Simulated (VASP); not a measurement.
Os:

```xyz
1
Lattice="0.0000 1.9450 1.9450 1.9450 0.0000 1.9450 1.9450 1.9450 0.0000" Properties=species:S:1:pos:R:3 pbc="T T T"
Os    0.0000    0.0000    0.0000
```

| Quantity | Value |
| --- | --- |
| Program | VASP 6.6.1 |
| Task | relaxation of cell and atoms |
| Functional | PBE |
| Dispersion | D4 |
| Potentials or basis | VASP PAW PBE potentials, release 64 (Os) |
| Cutoff | 600 eV |
| k mesh | 12 × 12 × 12 |
| Occupations | fermi-dirac, width 0.05 eV |
| Spin | no spin polarisation |

At the start: pressure -16.9 GPa; volume 14.72 Å³/atom.

Task: How do energy, volume and symmetry change on relaxing?

Result: Over 5 steps the energy falls by 35.6 meV/atom and the volume is 14.07 Å³/atom (-4.4 %); space group Fm-3m (No. 225, to 0.05 Å).

Step by step:
| step | energy change (eV) | largest force (eV/Å) | pressure (GPa) | volume (Å³) |
| --- | --- | --- | --- | --- |
| 1 | 0.0000 | 0.0000 | -16.91 | 14.72 |
| 2 | 0.7557 | 0.0000 | 125.63 | 11.65 |
| 3 | -0.0354 | 0.0000 | -1.58 | 14.12 |
| 4 | -0.0357 | 0.0000 | -0.42 | 14.09 |
| 5 | -0.0356 | 0.0000 | 0.00 | 14.07 |

Final structure:
```cif
data_structure
_symmetry_space_group_name_H-M 'P 1'
_symmetry_Int_Tables_number 1
_cell_length_a 2.7099
_cell_length_b 2.7099
_cell_length_c 2.7099
_cell_angle_alpha 60.000
_cell_angle_beta 60.000
_cell_angle_gamma 60.000
_cell_volume 14.07
loop_
_atom_site_label
_atom_site_type_symbol
_atom_site_fract_x
_atom_site_fract_y
_atom_site_fract_z
_atom_site_occupancy
Os1 Os 0.00000 0.00000 0.00000 1
```

Caveat: pairwise dispersion overbinds metals, which lowers pressure and volume.
